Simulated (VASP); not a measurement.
# InP (I-4m2) in VASP: single point with HSE06

Aim: the single point of InP with HSE06.

All numbers are computed with VASP 6.6.1; they aren't measurements. Logs are shortened: lines on timing, memory, paths and dates and some standing lists are left out, and cuts for length are marked.

### 1 The cell of the first run

The structure is tetragonal, space group I-4m2 (No. 119). Conventional cell: a = 4.284 Å, b = 4.284 Å, c = 5.908 Å, α = 90.00°, β = 90.00°, γ = 90.00°. In (site symmetry -4m2) has 4 P at 2.60 Å within 3.4 Å. P (site symmetry -4m2) has 4 In at 2.60 Å within 3.4 Å.

### 2 Single point, HSE06 (biaxial xy strain +2.6%)

POSCAR reads:

```
InP
1.0
    0.0000000000      3.0294046015      2.9537876380
    3.0294046015      0.0000000000      2.9537876380
    3.0294046015      3.0294046015      0.0000000000
In P
1 1
Direct
    0.0000000000      0.0000000000      0.0000000000
    0.2500000000      0.2500000000      0.2500000000
```

INCAR.step1 reads:

```
ALGO = Normal ; EDIFF = 1E-5
ENCUT = 520 ; GGA = PE
ISIF = 2 ; ISMEAR = 0
KPAR = 2 ; LASPH = T
LCHARG = F ; LREAL = F
LWAVE = T ; NBANDS = 16
NELM = 60 ; PREC = Accurate
SIGMA = 0.01
```

INCAR.step2 reads:

```
ALGO = Normal ; EDIFF = 1E-6
ENCUT = 520 ; GGA = PE
HFSCREEN = 0.2079 ; ISIF = 2
ISMEAR = 0 ; ISTART = 1
KPAR = 2 ; LASPH = T
LCHARG = F ; LHFCALC = T
LREAL = F ; LWAVE = F
NBANDS = 16 ; NELM = 60
PREC = Accurate ; PRECFOCK = Normal
SIGMA = 0.01
```

KPOINTS reads:

```
k-points
0
Gamma
  6 6 6
```

Potentials or basis: VASP PAW PBE potentials, release 64 (In_d, P).

Started as:

```bash
cat potpaw_PBE.64/In_d/POTCAR potpaw_PBE.64/P/POTCAR > POTCAR
cp INCAR.step1 INCAR
mpirun -np 2 vasp_std > vasp.out
cp INCAR.step2 INCAR
mpirun -np 2 vasp_std > vasp.out
```

OUTCAR:

```text
EDIFF = 1E-6
   ENCUT = 520
   GGA = PE
   HFSCREEN = 0.2079
   ISIF = 2
   ISMEAR = 0
   ISTART = 1
   LASPH = T
   LHFCALC = T
   LREAL = F
   NELM = 60
   PREC = Accurate
   PRECFOCK = Normal

 ion  position               nearest neighbor table
   1  0.000  0.000  0.000-   2 2.60   2 2.60   2 2.60   2 2.60
   2  0.250  0.250  0.250-   1 2.60   1 2.60   1 2.60   1 2.60

  LATTYP: Found a body centered tetragonal cell.
 ALAT       =     4.2842250734
 C/A-ratio  =     1.3789133799

  Lattice vectors:

 A1 = (   0.0000000000,  -3.0294046015,  -2.9537876380)
 A2 = (   0.0000000000,   3.0294046015,  -2.9537876380)
 A3 = (   3.0294046015,   0.0000000000,   2.9537876380)

Analysis of symmetry for initial positions (statically):
=====================================================================
 Subroutine PRICEL returns:
 Original cell was already a primitive cell.

 Routine SETGRP: Setting up the symmetry group for a
 body centered tetragonal supercell.

 Subroutine GETGRP returns: Found  8 space group operations
 (whereof  8 operations were pure point group operations)
 out of a pool of 16 trial point group operations.

The static configuration has the point symmetry D_2d.

Analysis of symmetry for dynamics (positions and initial velocities):
=====================================================================
 Subroutine PRICEL returns:
 Original cell was already a primitive cell.

 Routine SETGRP: Setting up the symmetry group for a
 body centered tetragonal supercell.

 Subroutine GETGRP returns: Found  8 space group operations
 (whereof  8 operations were pure point group operations)
 out of a pool of 16 trial point group operations.

The dynamic configuration has the point symmetry D_2d.

 Subroutine INISYM returns: Found  8 space group operations
 (whereof  8 operations are pure point group operations),
 and found     1 'primitive' translations

----------------------------------------------------------------------------------------

                                     Primitive cell

  volume of cell :      54.2155

  direct lattice vectors                    reciprocal lattice vectors
     0.000000000  3.029404602  2.953787638    -0.165048934  0.165048934  0.169274187
     3.029404602  0.000000000  2.953787638     0.165048934 -0.165048934  0.169274187
     3.029404602  3.029404602  0.000000000     0.165048934  0.165048934 -0.169274187

  length of vectors
     4.231093671  4.231093671  4.284225073     0.288333230  0.288333230  0.288333230

  position of ions in fractional coordinates (direct lattice)
     0.000000000  0.000000000  0.000000000
     0.250000000  0.250000000  0.250000000

  ion indices of the primitive-cell ions
   primitive index   ion index
                 1           1
                 2           2

----------------------------------------------------------------------------------------

 KPOINTS: k-points

Automatic generation of k-mesh.
 Grid dimensions read from file:
 generate k-points for:    6    6    6

 Generating k-lattice:

  Cartesian coordinates                     Fractional coordinates (reciprocal lattice)
    -0.027508156  0.027508156  0.028212364     0.166666667 -0.000000000  0.000000000
     0.027508156 -0.027508156  0.028212364    -0.000000000  0.166666667  0.000000000
     0.027508156  0.027508156 -0.028212364     0.000000000  0.000000000  0.166666667

  Length of vectors
     0.048055538  0.048055538  0.048055538

  Shift w.r.t. Gamma in fractional coordinates (k-lattice)
     0.000000000  0.000000000  0.000000000

 Subroutine IBZKPT returns following result:
 ===========================================

 Found     30 irreducible k-points:

 Following reciprocal coordinates:
            Coordinates               Weight
  0.000000  0.000000  0.000000      1.000000
  0.166667 -0.000000  0.000000      8.000000
  0.333333 -0.000000  0.000000      8.000000
  0.500000  0.000000  0.000000      4.000000
  0.166667  0.166667  0.000000      2.000000
  0.333333  0.166667  0.000000      8.000000
[... 16 lines left out ...]
  0.333333  0.000000  0.333333      4.000000
  0.500000 -0.000000  0.333333     16.000000
 [... further k-points ...]
   k-points           NKPTS =     30   k-points in BZ     NKDIM =    216   number of bands    NBANDS=     16
   number of dos      NEDOS =    301   number of ions     NIONS =      2
   total plane-waves  NPLWV =  32768
   dimension x,y,z NGX =    32 NGY =   32 NGZ =   32
   dimension x,y,z NGXF=    64 NGYF=   64 NGZF=   64
   ions per type =               1   1
   NGX,Y,Z   is equivalent  to a cutoff of  12.57, 12.57, 12.42 a.u.
   NGXF,Y,Z  is equivalent  to a cutoff of  25.15, 25.15, 24.83 a.u.
 SYSTEM =  unknown system
   PREC   = accura    normal or accurate (medium, high low for compatibility)
   ISTART =      1    job   : 0-new  1-cont  2-samecut
   ICHARG =      0    charge: 1-file 2-atom 10-const
   ISPIN  =      1    spin polarized calculation?
   LNONCOLLINEAR =      F non collinear calculations
   LSORBIT =      F    spin-orbit coupling
   LASPH  =      T    aspherical Exc in radial PAW
   ENCUT  =  520.0 eV  38.22 Ry    6.18 a.u.   7.87  7.87  7.97*2*pi/ulx,y,z
   NELM   =     60;   NELMIN=  2; NELMDL=  0     # of ELM steps
   EDIFF  = 0.1E-05   stopping-criterion for ELM
   LREAL  =      F    real-space projection
   EDIFFG = 0.1E-04   stopping-criterion for IOM
   NSW    =      0    number of steps for IOM
   IBRION =     -1    ionic relax: 0-MD 1-quasi-New 2-CG
   NFREE  =      0    steps in history (QN), initial steepest desc. (CG)
   ISIF   =      2    stress and relaxation
   ISYM   =      3    0-nonsym 1-usesym 2-fastsym
   POTIM  = 0.5000    time-step for ionic-motion
   TEBEG  =    0.0;   TEEND  =   0.0 temperature during run
   PSTRESS=    0.0 pullay stress
   NELECT =      18.0000    total number of electrons
   NUPDOWN=      -1.0000    fix difference up-down
   EMIN   =  10.00;   EMAX   =-10.00  energy-range for DOS
   EFERMI =   0.00;   METHOD = LEGACY
   ISMEAR =     0;   SIGMA  =   0.01  broadening in eV -4-tet -1-fermi 0-gaus
   EFERMI_NEDOS =   21; number of points for ismear=-14 and -15
   IALGO  =     38    algorithm
   IMIX   =      1    mixing-type and parameters
     AMIX     =   0.40;   BMIX     =  1.00
     AMIX_MAG =   1.60;   BMIX_MAG =  1.00
  volume/ion in A,a.u.               =      27.11       182.93
  Fermi-wavevector in a.u.,A,eV,Ry     =   1.133594  2.142183 17.483982  1.285036
  Thomas-Fermi vector in A             =   2.270297
   LORBIT       =      0    0 simple, 1 ext, 2 COOP (PROOUT), +10 PAW based schemes
   GGA     = PE    functional components
   LHFCALC =     T    Hartree Fock is set to
   PRECFOCK=normal    Normal, Fast or Accurate (Low or Medium for compatibility)
   ENCUT4O =  -1.0   cutoff for four orbital integrals eV
   NKREDX  =     1    reduce k-point grid by
   NKREDY  =     1    reduce k-point grid by
   NKREDZ  =     1    reduce k-point grid by
   AEXX    =    0.2500 exact exchange contribution
   HFSCREEN=    0.2079 screening length (either q_TF or 0.3 A-1)
   HFSCREENC=   0.2079 screening length for correlation (either q_TF or 0.3 A-1)
   ENCUTFOCK=  -1.0 apply spherical cutoff to Coloumb kernel
   IVDW    =     0    specifies the selected vdW correction
   LEPSILON=     F    determine dielectric tensor
   LRPA    =     F    only Hartree local field effects (RPA)
 non-spin polarized calculation
 Gauss-broadening in eV      SIGMA  =   0.01
  energy-cutoff  :      520.00
  volume of cell :       54.22
 maximum number of plane-waves:      1482
  NGX = 24; NGY = 24; NGZ = 24

 number of electron      17.9999994 magnetization

 Free energy of the ion-electron system (eV)
  ---------------------------------------------------
  ext. energy  EPLUGINS =         0.00000000
  ---------------------------------------------------
  free energy    TOTEN  =        -9.95113034 eV

  energy without entropy =       -9.95113034  energy(sigma->0) =       -9.95113034

 E-fermi :   4.1337     XC(G=0):  -7.4755

 val. band max:        4.0765184940   @ k =   0.0000   0.0000   0.0000
 cond. band min:       5.0370523751   @ k =   0.0000   0.0000   0.0000
 fundamental gap:      0.9605338811
 Fermi energy:         4.1337102430

 k-point     1 :       0.0000    0.0000    0.0000
  band No.  band energies     occupation
      1     -11.7874      2.00000
      2     -11.7874      2.00000
      3     -11.7768      2.00000
      4     -11.6602      2.00000
      5     -11.6539      2.00000
      6      -8.2290      2.00000
[... 8 lines left out ...]
     15      14.1501      0.00000
     16      14.5306      0.00000

 k-point     2 :       0.1667   -0.0000    0.0000
  band No.  band energies     occupation
      1     -11.8060      2.00000
      2     -11.7775      2.00000
      3     -11.7703      2.00000
      4     -11.6604      2.00000
      5     -11.6530      2.00000
      6      -7.9267      2.00000
[... 8 lines left out ...]
     15      13.5703      0.00000
     16      14.2138      0.00000

 k-point     3 :       0.3333   -0.0000    0.0000
  band No.  band energies     occupation
      1     -11.8474      2.00000
      2     -11.7614      2.00000
      3     -11.7551      2.00000
      4     -11.6571      2.00000
      5     -11.6473      2.00000
      6      -7.1548      2.00000
[... 8 lines left out ...]
     15      13.9941      0.00000
     16      14.0179      0.00000

 k-point     4 :       0.5000    0.0000    0.0000
  band No.  band energies     occupation
      1     -11.8676      2.00000
      2     -11.7555      2.00000
      3     -11.7495      2.00000
      4     -11.6532      2.00000
      5     -11.6420      2.00000
      6      -6.6028      2.00000
[... 8 lines left out ...]
     15      15.5132      0.00000
     16      15.7017      0.00000
[... 324 lines left out ...]
 k-point    22 :      -0.3333    0.5000    0.1667
  band No.  band energies     occupation
      1     -11.9040      2.00000
      2     -11.7275      2.00000
      3     -11.7083      2.00000
      4     -11.6843      2.00000
      5     -11.6353      2.00000
      6      -5.9038      2.00000
[... 8 lines left out ...]
     15      16.2318      0.00000
     16      16.8655      0.00000

 k-point    23 :       0.3333    0.0000    0.3333
  band No.  band energies     occupation
      1     -11.8932      2.00000
      2     -11.7241      2.00000
      3     -11.7209      2.00000
      4     -11.6810      2.00000
      5     -11.6398      2.00000
      6      -6.8000      2.00000
[... 8 lines left out ...]
     15      15.3966      0.00000
     16      17.9839      0.00000

 k-point    24 :       0.5000   -0.0000    0.3333
  band No.  band energies     occupation
      1     -11.9055      2.00000
      2     -11.7195      2.00000
      3     -11.7125      2.00000
      4     -11.6799      2.00000
      5     -11.6394      2.00000
      6      -6.2002      2.00000
[... 8 lines left out ...]
     15      15.8484      0.00000
     16      16.8615      0.00000

 [... further k-points ...]

------------------------ aborting loop because EDIFF is reached ----------------------------------------

  FORCE on cell =-STRESS in cart. coord.  units (eV):
  Direction    XX          YY          ZZ          XY          YZ          ZX
  --------------------------------------------------------------------------------------
  -------------------------------------------------------------------------------------
  Total       -1.3006519     -1.3006519     -0.9047451      0.0000000      0.0000000     -0.0000000
  in kB      -38.4368528    -38.4368528    -26.7370202      0.0000000      0.0000000     -0.0000000
  external PRESSURE =     -34.5369086 kB  Pullay stress =       0.0000000 kB

 VOLUME and BASIS-vectors are now :
 -----------------------------------------------------------------------------
  energy-cutoff  :      520.00
  volume of cell :       54.22
      direct lattice vectors                 reciprocal lattice vectors
     0.000000000  3.029404602  2.953787638    -0.165048934  0.165048934  0.169274187
     3.029404602  0.000000000  2.953787638     0.165048934 -0.165048934  0.169274187
     3.029404602  3.029404602  0.000000000     0.165048934  0.165048934 -0.169274187

 POSITION                                       TOTAL-FORCE (eV/Angst)
 -----------------------------------------------------------------------------------
      0.00000      0.00000      0.00000        -0.000000     -0.000000     -0.000000
      1.51470      1.51470      1.47689         0.000000      0.000000      0.000000
 -----------------------------------------------------------------------------------
    total drift:                               -0.000000     -0.000000     -0.000001

  FREE ENERGIE OF THE ION-ELECTRON SYSTEM (eV)
  ---------------------------------------------------
  free  energy   TOTEN  =        -9.9511303430 eV

  energy  without entropy=       -9.9511303430  energy(sigma->0) =       -9.95113034
```

It took 29 min on 2 MPI ranks of Intel Xeon Platinum 8488C (Sapphire Rapids), shared host; peak memory 0.3 GiB.

What came out:

```yaml
Free_energy: -9.9511 eV
Pressure: -3.5 GPa
Band_gap_on_the_k_mesh: 0.96 eV
```

Caveat: the cell differs from its parent crystal (biaxial xy strain +2.6%); the cell stands under tension; the PAW data sets were made with another functional, which shifts forces and pressure a little; spin-orbit coupling is left out, which moves the levels of the heavy elements.
